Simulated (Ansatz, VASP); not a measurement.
**One calculation of MgO, two programs**

```
Mg O
1.0
     0.00000   -2.12692   -2.12692
     0.00000    2.12692   -2.12692
     4.25385    0.00000    0.00000
Mg O
2 2
Direct
  0.50000 0.50000 0.46474
  0.00000 0.00000 0.03526
  0.50000 0.50000 0.00487
  0.00000 0.00000 0.49513
```

Change from the starting cell: mode 9 (400.1 1/cm) frozen in, largest displacement -0.150 Å.

Alike in both runs: task single point; functional PBE; k mesh 8 × 8 × 6; occupations gaussian, width 0.05 eV; no spin polarisation.

|  | VASP | Ansatz |
| --- | --- | --- |
| version | VASP 6.6.1 | Ansatz 0.2.0 |
| potentials or method | VASP PAW PBE potentials, release 64 (Mg, O), cutoff 520 eV | scalar-relativistic, plane waves, PAW |
| valence electrons in the cell | 16 | 32 |

Ansatz gave:

* gap on the k mesh at the Fermi level (eV): 4.49
* least direct gap on the mesh (eV): 4.49
* pressure (GPa): 3.9
* traceless stress, the component that is largest in VASP (GPa): 5.21
* rms of the force components (eV/Å): 0.965

Question: Estimate VASP's values.

Answer: gap on the k mesh at the Fermi level (eV): 4.47; least direct gap on the mesh (eV): 4.47; pressure (GPa): 3.2; traceless stress, the component that is largest in VASP (GPa): 5.28; rms of the force components (eV/Å): 0.973.

Atom by atom the forces differ by 0.009 eV/Å (rms over components). VASP's potentials hold 16 valence electrons a cell and Ansatz's 32, so a difference there can come from the potentials and not from the codes.
